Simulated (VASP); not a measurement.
# InSe (R3m) in VASP: single point with PBE+D3(BJ)

Aim: the single point of InSe with PBE+D3(BJ).

Everything below comes from runs of VASP 6.6.1. Logs are shortened: lines on timing, memory, paths and dates and some standing lists are left out, and cuts for length are marked.

## 1. The cell of the first run

Symmetry: R3m, No. 160, trigonal system. The conventional cell has a = 3.997 Å, b = 3.997 Å, c = 24.409 Å, α = 90.00°, β = 90.00°, γ = 120.00°. Within 3.5 Å of In (site symmetry 3m) lie 3 Se at 2.65 Å and 1 In at 2.77 Å. Within 3.5 Å of In (site symmetry 3m) lie 3 Se at 2.64 Å and 1 In at 2.77 Å. Within 3.5 Å of Se (site symmetry 3m) lie 3 In at 2.65 Å. Within 3.5 Å of Se (site symmetry 3m) lie 3 In at 2.64 Å.

## 2. Single point, PBE+D3(BJ) (volume scaled by 0.960)

INCAR reads:

```
PREC     = Accurate       # precision mode
ENCUT    = 520            # plane-wave cutoff, eV
EDIFF    = 1E-7           # SCF threshold, eV
ISMEAR   = 0              # smearing method
SIGMA    = 0.05           # smearing width, eV
LREAL    = F              # projectors in reciprocal space
LASPH    = T              # aspherical terms in the spheres
NELM     = 80             # most SCF steps
ALGO     = Normal         # electronic algorithm
ISIF     = 2              # what is computed and relaxed
LWAVE    = F              # write WAVECAR
LCHARG   = F              # write CHGCAR
GGA      = PE             # functional
IVDW     = 12             # dispersion correction
NBANDS   = 27             # bands
```

KPOINTS reads:

```
Automatic mesh
0
Gamma
  12 12 12
```

POSCAR reads:

```
InSe
1.0
    1.9986019429      1.1538933698      8.1363905513
   -1.9986019429      1.1538933698      8.1363905513
    0.0000000000     -2.3077867395      8.1363905513
In Se
2 2
Direct
   -0.0011033882     -0.0011033882     -0.0011033882
    0.1125110815      0.1125110815      0.1125110815
    0.6125075060      0.6125075060      0.6125075060
    0.8320848006      0.8320848006      0.8320848006
```

Potentials or basis: VASP PAW PBE potentials, release 64 (In_d, Se).

The run is started by

```sh
cat potpaw_PBE.64/In_d/POTCAR potpaw_PBE.64/Se/POTCAR > POTCAR
mpirun -np 1 vasp_std > vasp.out
```

OUTCAR:

```text
PREC = Accurate
   ENCUT = 520
   EDIFF = 1E-7
   ISMEAR = 0
   LREAL = F
   LASPH = T
   NELM = 80
   ISIF = 2
   GGA = PE
   IVDW = 12
 IVDW          = 12

 ion  position               nearest neighbor table
   1  0.999  0.999  0.999-   3 2.65   3 2.65   3 2.65   2 2.77
   2  0.113  0.113  0.113-   4 2.64   4 2.64   4 2.64   1 2.77
   3  0.613  0.613  0.613-   1 2.65   1 2.65   1 2.65
   4  0.832  0.832  0.832-   2 2.64   2 2.64   2 2.64

  LATTYP: Found a trigonal (rhomboedric) cell.
 ALAT       =     8.4573477425
 COS(alpha) =     0.8883100156

  Lattice vectors:

 A1 = (   1.9986019429,   1.1538933698,   8.1363905513)
 A2 = (  -1.9986019429,   1.1538933698,   8.1363905513)
 A3 = (   0.0000000000,  -2.3077867395,   8.1363905513)

Analysis of symmetry for initial positions (statically):
=====================================================================
 Subroutine PRICEL returns:
 Original cell was already a primitive cell.

 Routine SETGRP: Setting up the symmetry group for a
 trigonal (rhombohedral) supercell.

 Subroutine GETGRP returns: Found  6 space group operations
 (whereof  6 operations were pure point group operations)
 out of a pool of 12 trial point group operations.

The static configuration has the point symmetry C_3v.

Analysis of symmetry for dynamics (positions and initial velocities):
=====================================================================
 Subroutine PRICEL returns:
 Original cell was already a primitive cell.

 Routine SETGRP: Setting up the symmetry group for a
 trigonal (rhombohedral) supercell.

 Subroutine GETGRP returns: Found  6 space group operations
 (whereof  6 operations were pure point group operations)
 out of a pool of 12 trial point group operations.

The dynamic configuration has the point symmetry C_3v.

 Subroutine INISYM returns: Found  6 space group operations
 (whereof  6 operations are pure point group operations),
 and found     1 'primitive' translations

----------------------------------------------------------------------------------------

                                     Primitive cell

  volume of cell :     112.5836

  direct lattice vectors                    reciprocal lattice vectors
     1.998601943  1.153893370  8.136390551     0.250174879  0.144438534  0.040968207
    -1.998601943  1.153893370  8.136390551    -0.250174879  0.144438534  0.040968207
     0.000000000 -2.307786740  8.136390551     0.000000000 -0.288877068  0.040968207

  length of vectors
     8.457347743  8.457347743  8.457347743     0.291767638  0.291767638  0.291767638

  position of ions in fractional coordinates (direct lattice)
     0.998896612  0.998896612  0.998896612
     0.112511082  0.112511082  0.112511082
     0.612507506  0.612507506  0.612507506
     0.832084801  0.832084801  0.832084801

  ion indices of the primitive-cell ions
   primitive index   ion index
                 1           1
                 2           2
                 3           3
                 4           4

----------------------------------------------------------------------------------------

 KPOINTS: Automatic mesh

Automatic generation of k-mesh.
 Grid dimensions read from file:
 generate k-points for:   12   12   12

 Generating k-lattice:

  Cartesian coordinates                     Fractional coordinates (reciprocal lattice)
     0.020847907  0.012036544  0.003414017     0.083333333  0.000000000  0.000000000
    -0.020847907  0.012036544  0.003414017     0.000000000  0.083333333  0.000000000
     0.000000000 -0.024073089  0.003414017     0.000000000  0.000000000  0.083333333

  Length of vectors
     0.024313970  0.024313970  0.024313970

  Shift w.r.t. Gamma in fractional coordinates (k-lattice)
     0.000000000  0.000000000  0.000000000

 Subroutine IBZKPT returns following result:
 ===========================================

 Found    189 irreducible k-points:

 Following reciprocal coordinates:
            Coordinates               Weight
  0.000000  0.000000  0.000000      1.000000
  0.083333  0.000000  0.000000      6.000000
  0.166667  0.000000  0.000000      6.000000
  0.250000  0.000000 -0.000000      6.000000
  0.333333  0.000000  0.000000      6.000000
  0.416667 -0.000000  0.000000      6.000000
[... 16 lines left out ...]
  0.500000  0.166667  0.000000     12.000000
 -0.416667  0.166667  0.000000     12.000000
 [... further k-points ...]
   k-points           NKPTS =    189   k-points in BZ     NKDIM =    189   number of bands    NBANDS=     27
   number of dos      NEDOS =    301   number of ions     NIONS =      4
   total plane-waves  NPLWV = 262144
   dimension x,y,z NGX =    64 NGY =   64 NGZ =   64
   dimension x,y,z NGXF=   128 NGYF=  128 NGZF=  128
   ions per type =               2   2
   NGX,Y,Z   is equivalent  to a cutoff of  12.58, 12.58, 12.58 a.u.
   NGXF,Y,Z  is equivalent  to a cutoff of  25.16, 25.16, 25.16 a.u.
 SYSTEM =  unknown system
   PREC   = accura    normal or accurate (medium, high low for compatibility)
   ISTART =      0    job   : 0-new  1-cont  2-samecut
   ICHARG =      2    charge: 1-file 2-atom 10-const
   ISPIN  =      1    spin polarized calculation?
   LNONCOLLINEAR =      F non collinear calculations
   LSORBIT =      F    spin-orbit coupling
   LASPH  =      T    aspherical Exc in radial PAW
   ENCUT  =  520.0 eV  38.22 Ry    6.18 a.u.  15.73 15.73 15.73*2*pi/ulx,y,z
   NELM   =     80;   NELMIN=  2; NELMDL= -5     # of ELM steps
   EDIFF  = 0.1E-06   stopping-criterion for ELM
   LREAL  =      F    real-space projection
   EDIFFG = 0.1E-05   stopping-criterion for IOM
   NSW    =      0    number of steps for IOM
   IBRION =     -1    ionic relax: 0-MD 1-quasi-New 2-CG
   NFREE  =      0    steps in history (QN), initial steepest desc. (CG)
   ISIF   =      2    stress and relaxation
   ISYM   =      2    0-nonsym 1-usesym 2-fastsym
   POTIM  = 0.5000    time-step for ionic-motion
   TEBEG  =    0.0;   TEEND  =   0.0 temperature during run
   PSTRESS=    0.0 pullay stress
   NELECT =      38.0000    total number of electrons
   NUPDOWN=      -1.0000    fix difference up-down
   EMIN   =  10.00;   EMAX   =-10.00  energy-range for DOS
   EFERMI =   0.00;   METHOD = LEGACY
   ISMEAR =     0;   SIGMA  =   0.05  broadening in eV -4-tet -1-fermi 0-gaus
   EFERMI_NEDOS =   21; number of points for ismear=-14 and -15
   IALGO  =     38    algorithm
   IMIX   =      4    mixing-type and parameters
     AMIX     =   0.40;   BMIX     =  1.00
     AMIX_MAG =   1.60;   BMIX_MAG =  1.00
  volume/ion in A,a.u.               =      28.15       189.94
  Fermi-wavevector in a.u.,A,eV,Ry     =   1.139841  2.153988 17.677206  1.299238
  Thomas-Fermi vector in A             =   2.276544
   LORBIT       =      0    0 simple, 1 ext, 2 COOP (PROOUT), +10 PAW based schemes
   GGA     = PE    functional components
   LHFCALC =     F    Hartree Fock is set to
   AEXX    =    0.0000 exact exchange contribution
   IVDW    =    12    specifies the selected vdW correction
   LEPSILON=     F    determine dielectric tensor
   LRPA    =     F    only Hartree local field effects (RPA)
 non-spin polarized calculation
 Gauss-broadening in eV      SIGMA  =   0.05
  energy-cutoff  :      520.00
  volume of cell :      112.58
 maximum number of plane-waves:      3063
   NGX = 31   NGY = 31   NGZ = 31

 number of electron      38.0000002 magnetization

 Free energy of the ion-electron system (eV)
  ---------------------------------------------------
  ext. energy  EPLUGINS =         0.00000000
  ---------------------------------------------------
  free energy    TOTEN  =       -14.08326817 eV

  energy without entropy =      -14.08326817  energy(sigma->0) =      -14.08326817

 E-fermi :   4.7213     XC(G=0):  -9.1174

 val. band max:        4.5519506124   @ k =   0.5000   0.5000   0.5000
 cond. band min:       4.8909026045   @ k =   0.5000   0.5000   0.5000
 fundamental gap:      0.3389519921
 Fermi energy:         4.7213214796

 k-point     1 :       0.0000    0.0000    0.0000
  band No.  band energies     occupation
      1     -10.3626      2.00000
      2     -10.1667      2.00000
      3     -10.1667      2.00000
      4     -10.0776      2.00000
      5     -10.0776      2.00000
      6     -10.0702      2.00000
[... 19 lines left out ...]
     26       9.9470      0.00000
     27      12.1863      0.00000

 k-point     2 :       0.0833    0.0000    0.0000
  band No.  band energies     occupation
      1     -10.3623      2.00000
      2     -10.1981      2.00000
      3     -10.1656      2.00000
      4     -10.1055      2.00000
      5     -10.0724      2.00000
      6     -10.0722      2.00000
[... 19 lines left out ...]
     26      10.1168      0.00000
     27      12.2263      0.00000

 k-point     3 :       0.1667    0.0000    0.0000
  band No.  band energies     occupation
      1     -10.3669      2.00000
      2     -10.2618      2.00000
      3     -10.1728      2.00000
      4     -10.1637      2.00000
      5     -10.0778      2.00000
      6     -10.0583      2.00000
[... 19 lines left out ...]
     26      10.5056      0.00000
     27      11.4521      0.00000

 k-point     4 :       0.2500    0.0000   -0.0000
  band No.  band energies     occupation
      1     -10.3973      2.00000
      2     -10.3015      2.00000
      3     -10.2493      2.00000
      4     -10.1629      2.00000
      5     -10.0852      2.00000
      6     -10.0392      2.00000
[... 19 lines left out ...]
     26      10.9360      0.00000
     27      11.2820      0.00000

 k-point     5 :       0.3333    0.0000    0.0000
  band No.  band energies     occupation
      1     -10.4464      2.00000
      2     -10.3159      2.00000
      3     -10.3055      2.00000
      4     -10.1636      2.00000
      5     -10.0925      2.00000
      6     -10.0201      2.00000
[... 19 lines left out ...]
     26      11.1803      0.00000
     27      11.6834      0.00000

 k-point     6 :       0.4167   -0.0000    0.0000
  band No.  band energies     occupation
      1     -10.4824      2.00000
      2     -10.3574      2.00000
      3     -10.3045      2.00000
      4     -10.1647      2.00000
      5     -10.0977      2.00000
      6     -10.0064      2.00000
[... 444 lines left out ...]
      1     -10.4135      2.00000
      2     -10.3069      2.00000
      3     -10.2821      2.00000
      4     -10.1681      2.00000
      5     -10.0826      2.00000
      6     -10.0355      2.00000
[... 19 lines left out ...]
     26      10.9941      0.00000
     27      11.5819      0.00000

 k-point    22 :       0.4167    0.1667    0.0000
  band No.  band energies     occupation
      1     -10.4520      2.00000
      2     -10.3351      2.00000
      3     -10.3051      2.00000
      4     -10.1729      2.00000
      5     -10.0844      2.00000
      6     -10.0241      2.00000
[... 19 lines left out ...]
     26      11.2156      0.00000
     27      11.5535      0.00000

 k-point    23 :       0.5000    0.1667    0.0000
  band No.  band energies     occupation
      1     -10.4799      2.00000
      2     -10.3674      2.00000
      3     -10.3033      2.00000
      4     -10.1769      2.00000
      5     -10.0856      2.00000
      6     -10.0156      2.00000
[... 19 lines left out ...]
     26      11.4279      0.00000
     27      12.0461      0.00000

 k-point    24 :      -0.4167    0.1667    0.0000
  band No.  band energies     occupation
      1     -10.4907      2.00000
      2     -10.3776      2.00000
      3     -10.3024      2.00000
      4     -10.1785      2.00000
      5     -10.0861      2.00000
      6     -10.0124      2.00000
[... 19 lines left out ...]
     26      11.5580      0.00000
     27      12.2947      0.00000

 [... further k-points ...]

------------------------ aborting loop because EDIFF is reached ----------------------------------------

 Edisp (eV)   -1.25398

 E8    (eV) :    -0.5755

  FORCE on cell =-STRESS in cart. coord.  units (eV):
  Direction    XX          YY          ZZ          XY          YZ          ZX
  --------------------------------------------------------------------------------------
  -------------------------------------------------------------------------------------
  Total       0.90798     0.90798     0.86223     0.00000     0.00000     0.00000
  in kB      12.92142    12.92142    12.27034     0.00000     0.00000     0.00000
  external pressure =       12.70 kB  Pullay stress =        0.00 kB

 VOLUME and BASIS-vectors are now :
 -----------------------------------------------------------------------------
  energy-cutoff  :      520.00
  volume of cell :      112.58
      direct lattice vectors                 reciprocal lattice vectors
     1.998601943  1.153893370  8.136390551     0.250174879  0.144438534  0.040968207
    -1.998601943  1.153893370  8.136390551    -0.250174879  0.144438534  0.040968207
     0.000000000 -2.307786740  8.136390551     0.000000000 -0.288877068  0.040968207

 POSITION                                       TOTAL-FORCE (eV/Angst)
 -----------------------------------------------------------------------------------
      0.00000      0.00000     24.38224         0.000000      0.000000      0.024122
      0.00000      0.00000      2.74630         0.000000     -0.000000     -0.024185
      0.00000      0.00000     14.95080         0.000000     -0.000000     -0.016751
      0.00000      0.00000     20.31050         0.000000      0.000000      0.016814
 -----------------------------------------------------------------------------------
    total drift:                                0.000000     -0.000000      0.000692

  FREE ENERGIE OF THE ION-ELECTRON SYSTEM (eV)
  ---------------------------------------------------
  free  energy   TOTEN  =       -15.3372523205 eV

  energy  without entropy=      -15.3372523201  energy(sigma->0) =      -15.33725232
```

It took 30 min on 1 thread of Intel Xeon Platinum 8488C (Sapphire Rapids), shared host; peak memory 0.86 GiB.

What came out:

| Quantity | Value |
| --- | --- |
| Free energy | -15.3373 eV |
| Pressure | 1.3 GPa |
| Largest force | 0.024 eV/Å |
| Band gap on the k mesh | 0.34 eV, direct |
| Dispersion energy per atom | -0.313 eV |

Forces on the atoms (eV/Å):
```
In   0.000  0.000  0.024
In   0.000  0.000 -0.024
Se   0.000  0.000 -0.017
Se   0.000  0.000  0.017
```

Caveat: spin-orbit coupling is left out, which moves the levels of the heavy elements. A k mesh can miss the band edges.
